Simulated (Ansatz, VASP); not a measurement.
## LiTaO2 in VASP and in Ansatz

```
Li Ta O
1.0
     2.88572    0.00000    0.00000
     0.00000    3.08006    0.00000
     0.00000    0.00000    5.44638
Li Ta O
1 1 2
Direct
  0.50000 0.50000 0.50000
  0.00000 0.00000 0.00000
  0.00000 0.50000 0.24367
  0.00000 0.50000 0.75633
```

Change from the starting cell: species swapped into the CuAgO2 type (Pmmm, No. 47).

Alike in both runs: functional PBE; k mesh 6 × 6 × 4; occupations gaussian, width 0.1 eV; no spin polarisation.

Ansatz relaxed the structure, and its values are those at the end. VASP's run is a single point on that final structure, the one shown.

|  | VASP | Ansatz |
| --- | --- | --- |
| version | VASP 6.6.1 | Ansatz 0.2.0 |
| potentials or method | VASP PAW PBE potentials, release 64 (Li_sv, Ta_sv_GW, O), cutoff 880 eV | scalar-relativistic, plane waves, PAW |
| valence electrons in the cell | 28 | 28 |

|  | VASP | Ansatz | Ansatz less VASP |
| --- | --- | --- | --- |
| gap on the k mesh at the Fermi level (eV) | none | none | - |
| pressure (GPa) | 0.2 | 0.1 | -0.10 |
| rms of the force components (eV/Å) | 0.008 | 0.003 | -0.0049 |

A gap of «none» marks a metal or a gap that the smearing closes. With one functional, cell and mesh, what is left measures potentials, basis and numerics.

The k mesh is coarse, so the values compare programs but aren't converged. Spin-orbit coupling is off throughout.
